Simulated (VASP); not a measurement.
Wanted: the native input for a VASP 6.6.1 run.

```
Task                               : single point
Functional                         : r2SCANh
Potentials or basis                : VASP PAW PBE potentials, release 64 (Al, N)
Cutoff                             : 520 eV
k mesh                             : 5 × 5 × 5
Occupations                        : fermi-dirac, width 0.05 eV
Spin                               : no spin polarisation
Dipole correction                  : no
Grid for exact exchange (PRECFOCK) : Normal
Further INCAR settings             : ALGO = Normal; EDIFF = 1e-07; NBANDS = 11
Share of exact exchange            : 0.1
```

AlN:

```
Al N
1.0
     0.00000    2.18399    2.18399
     2.18399    0.00000    2.18399
     2.18399    2.18399    0.00000
Al N
1 1
Direct
  0.00000 0.00000 0.00000
  0.25000 0.25000 0.25000
```

The input as run:

POSCAR

```
AlN
1.0
    0.0000000000      2.1839935596      2.1839935596
    2.1839935596      0.0000000000      2.1839935596
    2.1839935596      2.1839935596      0.0000000000
Al N
1 1
Direct
    0.0000000000      0.0000000000      0.0000000000
    0.2500000000      0.2500000000      0.2500000000
```

INCAR.step1

```
PREC = Accurate ; ENCUT = 520
EDIFF = 1E-5 ; ISMEAR = -1
SIGMA = 0.05 ; LREAL = F
LASPH = T ; NELM = 60
ALGO = Normal ; ISIF = 2
LWAVE = T ; LCHARG = F
NBANDS = 11 ; GGA = PE
```

INCAR.step2

```
PREC = Accurate ; ENCUT = 520
EDIFF = 1E-7 ; ISMEAR = -1
SIGMA = 0.05 ; LREAL = F
LASPH = T ; NELM = 60
ALGO = Normal ; ISIF = 2
LWAVE = F ; LCHARG = F
METAGGA = R2SCAN ; LHFCALC = T
AEXX = 0.1 ; LMIXTAU = T
PRECFOCK = Normal ; NBANDS = 11
ISTART = 1
```

KPOINTS

```
Automatic mesh
0
Gamma
  5 5 5
```

Potentials or basis: VASP PAW PBE potentials, release 64 (Al, N).

The run is started by

```console
$ cat potpaw_PBE.64/Al/POTCAR potpaw_PBE.64/N/POTCAR > POTCAR
$ cp INCAR.step1 INCAR
$ mpirun -np 1 vasp_std > vasp.out
$ cp INCAR.step2 INCAR
$ mpirun -np 1 vasp_std > vasp.out
```

Results of the run:

| Item | Value |
| --- | --- |
| Pressure | -1.4 GPa |
| Band gap on the k mesh | 5.25 eV (least direct gap 5.64 eV) |

Caveat: the k points lie up to 0.50 Å⁻¹ apart; the PAW data sets were made with another functional, which shifts forces and pressure a little; an odd mesh through Γ misses points on the zone boundary, where band edges can lie.

It took 3 min on 1 thread of Intel(R) Xeon(R) Platinum 8488C (Sapphire Rapids), on a shared host, peak memory 0.14 GiB.
